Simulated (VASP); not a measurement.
**NaHF2: single point with r2SCAN**

Crystal: NaHF2.

```xyz
4
Lattice="1.6420 0.9480 4.6389 -1.6420 0.9480 4.6389 0.0000 -1.8960 4.6389" Properties=species:S:1:pos:R:3 pbc="T T T"
Na    0.0000    0.0000    0.0000
H     0.0000    0.0000    6.9583
F     0.0000    0.0000    5.7058
F     0.0000    0.0000    8.2108
```

This cell differs from its parent crystal: strain -0.050 along x and y, +0.000 along z.

```
Program             : VASP 6.6.1
Task                : single point
Functional          : r2SCAN
Potentials or basis : VASP PAW PBE potentials, release 64 (Na_pv, H, F)
Cutoff              : 520 eV
k mesh              : 12 × 12 × 12
Occupations         : gaussian, width 0.05 eV
Spin                : no spin polarisation
```

```
Pressure               : -1.9 GPa
Largest force          : 2.744 eV/Å
Band gap on the k mesh : 7.64 eV (least direct gap 7.91 eV)
```

Forces on the atoms (eV/Å):
```
Na   0.000  0.000  0.000
H    0.000  0.000  0.000
F    0.000  0.000  2.744
F    0.000  0.000 -2.744
```

Stress tensor (GPa, compression positive):
```
  5.32   0.00   0.00
  0.00   5.32   0.00
  0.00   0.00 -16.28
```

Levels at points of the mesh, in eV from the valence-band top:
| k point | band 8 | band 9 | band 10 | band 11 | band 12 | band 13 | band 14 | band 15 |
| --- | --- | --- | --- | --- | --- | --- | --- | --- |
| (0.00, 0.00, 0.00) | -0.36 | -0.28 | -0.28 | -0.27 | 7.64 | 14.55 | 15.70 | 16.89 |
| (0.50, 0.00, 0.00) | -0.69 | -0.51 | -0.46 | -0.43 | 11.46 | 12.74 | 16.58 | 17.27 |
| (0.50, 0.50, 0.00) | -1.07 | -0.73 | -0.61 | -0.19 | 12.35 | 12.83 | 15.00 | 15.91 |
| (0.50, 0.50, 0.50) | -0.62 | -0.62 | 0.00 | 0.00 | 9.27 | 11.77 | 14.97 | 21.00 |

Run time: 12 min on 1 thread of AMD EPYC 9R45 96-Core Processor (Zen 5), on a shared host, peak memory 0.3 GiB.

Caveat: the cell differs from its parent crystal (strain -0.050 along x and y, +0.000 along z); the stress differs along the axes, from -16 to 5 GPa; the PAW data sets were made with another functional, which shifts forces and pressure a little. A k mesh can miss the band edges.
